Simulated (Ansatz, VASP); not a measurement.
**One calculation of Al4NiPt3, two programs**

Contents of INCAR:

```
PREC     = Accurate       # precision mode
ENCUT    = 520            # plane-wave cutoff, eV
EDIFF    = 1E-6           # SCF threshold, eV
ISMEAR   = 0              # smearing method
SIGMA    = 0.1            # smearing width, eV
LREAL    = False          # projectors in reciprocal space
LASPH    = True           # aspherical terms in the spheres
NELM     = 100            # most SCF steps
ALGO     = Fast           # electronic algorithm
ISIF     = 2              # what is computed and relaxed
LWAVE    = False          # write WAVECAR
LCHARG   = True           # write CHGCAR
GGA      = PE             # functional
LELF     = True           # ELF
LVHAR    = True         
NBANDS   = 36             # bands
```

Contents of KPOINTS:

```
Automatic mesh
0
Gamma
  12 12 4
```

File POSCAR:

```
Al4NiPt3
1.0
    3.0400508644      0.0000000000      0.0000000000
    0.0000000000      3.0400508644      0.0000000000
    0.0000000000      0.0000000000     12.2202839248
Al Ni Pt
4 1 3
Direct
    0.0000000000      0.0000000000      0.6118853119
    0.0000000000      0.0000000000      0.3881146881
    0.0000000000      0.0000000000      0.1298218513
    0.0000000000      0.0000000000      0.8701781487
    0.5000000000      0.5000000000      0.5000000000
    0.5000000000      0.5000000000      0.2598587849
    0.5000000000      0.5000000000      0.0000000000
    0.5000000000      0.5000000000      0.7401412151
```

Input for Ansatz:

```yaml
crystal:
  lattice:
    - [3.0400508644, 0.0, 0.0]
    - [0.0, 3.0400508644, 0.0]
    - [0.0, 0.0, 12.2202839248]
  atoms:
    - { symbol: Al, position: [0.0, 0.0, 0.6118853119] }
    - { symbol: Al, position: [0.0, 0.0, 0.3881146881] }
    - { symbol: Al, position: [0.0, 0.0, 0.1298218513] }
    - { symbol: Al, position: [0.0, 0.0, 0.8701781487] }
    - { symbol: Ni, position: [0.5, 0.5, 0.5] }
    - { symbol: Pt, position: [0.5, 0.5, 0.2598587849] }
    - { symbol: Pt, position: [0.5, 0.5, 0.0] }
    - { symbol: Pt, position: [0.5, 0.5, 0.7401412151] }
basis:
  ecutwfc: 420
kpoints:
  mp_grid: { grid: [12, 12, 4] }
  band_path:
    path:
      - [[0.0, 0.0, 0.0], [0.0, 0.5, 0.0], [0.5, 0.5, 0.0], [0.0, 0.0, 0.0], [0.0, 0.0, 0.5], [0.0, 0.5, 0.5], [0.5, 0.5, 0.5], [0.0, 0.0, 0.5]]
      - [[0.0, 0.5, 0.0], [0.0, 0.5, 0.5]]
      - [[0.5, 0.5, 0.0], [0.5, 0.5, 0.5]]
    npoints: 14
hamiltonian:
  xc: pbe
scf:
  occupations: { method: gaussian, width: 0.1 }
  n_extra_bands: 20
output:
  forces: true
  stress: true
  eigenvalues: true
  populations: true
  dos: { projected: true, de: 0.02, nscf_kmesh: { grid: [15, 15, 5] } }
  bader: true
  write_density: true
  write_potential: true
  elf: true
  volumetric_format: npy
```

Alike in both runs: task single point; functional PBE; k mesh 12 × 12 × 4; occupations gaussian, width 0.1 eV; no spin polarisation.

```csv
,VASP,Ansatz
version,VASP 6.6.1,Ansatz 0.2.0
potentials or method,"VASP PAW PBE potentials, release 64 (Al, Ni, Pt), cutoff 520 eV","scalar-relativistic, plane waves, PAW"
valence electrons in the cell,52,84
```

```tsv
	VASP	Ansatz	Ansatz less VASP
gap on the k mesh at the Fermi level (eV)	none	none	-
pressure (GPa)	-0.1	0.0	+0.09
rms of the force components (eV/Å)	0.004	0.002	-0.0028
```

Atom by atom the forces differ by 0.003 eV/Å (rms over components). A gap of «none» marks a metal or a gap that the smearing closes. VASP's potentials hold 52 valence electrons a cell and Ansatz's 84, so a difference there can come from the potentials and not from the codes.

Spin-orbit coupling is off throughout.
